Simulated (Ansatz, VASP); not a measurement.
Two plane-wave programs on CdF2

Contents of INCAR:

```
SYSTEM = CdF2
ALGO     = Normal         ! electronic algorithm
EDIFF    = 1E-6           ! SCF threshold, eV
ENCUT    = 520            ! plane-wave cutoff, eV
GGA      = PS             ! functional
ISIF     = 2              ! what is computed and relaxed
ISMEAR   = 0              ! smearing method
LASPH    = .True.         ! aspherical terms in the spheres
LCHARG   = .False.        ! write CHGCAR
LREAL    = .False.        ! projectors in reciprocal space
LWAVE    = .False.        ! write WAVECAR
NBANDS   = 20             ! bands
NELM     = 100            ! most SCF steps
PREC     = Accurate       ! precision mode
SIGMA    = 0.05           ! smearing width, eV
```

File KPOINTS:

```
k-points
0
Gamma
  8 8 8
  0 0 0
```

File POSCAR:

```
CdF2
1.0
   -0.2843967415      2.5595706737      2.5595706737
    2.5595706737     -0.2843967415      2.5595706737
    2.5595706737      2.5595706737     -0.2843967415
Cd F
1 2
Direct
    0.0000000000      0.0000000000      0.0000000000
    0.2500000000      0.2500000000      0.2500000000
    0.7500000000      0.7500000000      0.7500000000
```

Input for Ansatz:

```yaml
crystal:
  lattice:
    - [-0.2843967415, 2.5595706737, 2.5595706737]
    - [2.5595706737, -0.2843967415, 2.5595706737]
    - [2.5595706737, 2.5595706737, -0.2843967415]
  atoms:
    - { symbol: Cd, position: [0.0, 0.0, 0.0] }
    - { symbol: F, position: [0.25, 0.25, 0.25] }
    - { symbol: F, position: [0.75, 0.75, 0.75] }
basis:
  ecutwfc: 420
kpoints:
  mp_grid: { grid: [8, 8, 8] }
hamiltonian:
  xc: pbesol
scf:
  occupations: { method: gaussian, width: 0.05 }
output:
  forces: true
  stress: true
  eigenvalues: true
```

Alike in both runs: task single point; functional PBEsol; k mesh 8 × 8 × 8; occupations gaussian, width 0.05 eV; no spin polarisation.

```csv
,VASP,Ansatz
version,VASP 6.6.1,Ansatz 0.2.0
potentials or method,"VASP PAW PBE potentials, release 64 (Cd, F), cutoff 520 eV","scalar-relativistic, plane waves, PAW"
valence electrons in the cell,26,34
```

Ansatz gave:

```
gap on the k mesh at the Fermi level (eV)                     : 3.00
least direct gap on the mesh (eV)                             : 3.23
pressure (GPa)                                                : 4.0
traceless stress, the component that is largest in VASP (GPa) : 4.77
rms of the force components (eV/Å)                            : 0.348
```

Which values does VASP return?

gap on the k mesh at the Fermi level (eV): 2.97; least direct gap on the mesh (eV): 3.20; pressure (GPa): 5.0; traceless stress, the component that is largest in VASP (GPa): 5.48; rms of the force components (eV/Å): 0.408.

VASP's potentials were made for PBE, not for PBEsol. Atom by atom the forces differ by 0.061 eV/Å (rms over components). VASP's potentials hold 26 valence electrons a cell and Ansatz's 34, so a difference there can come from the potentials and not from the codes.
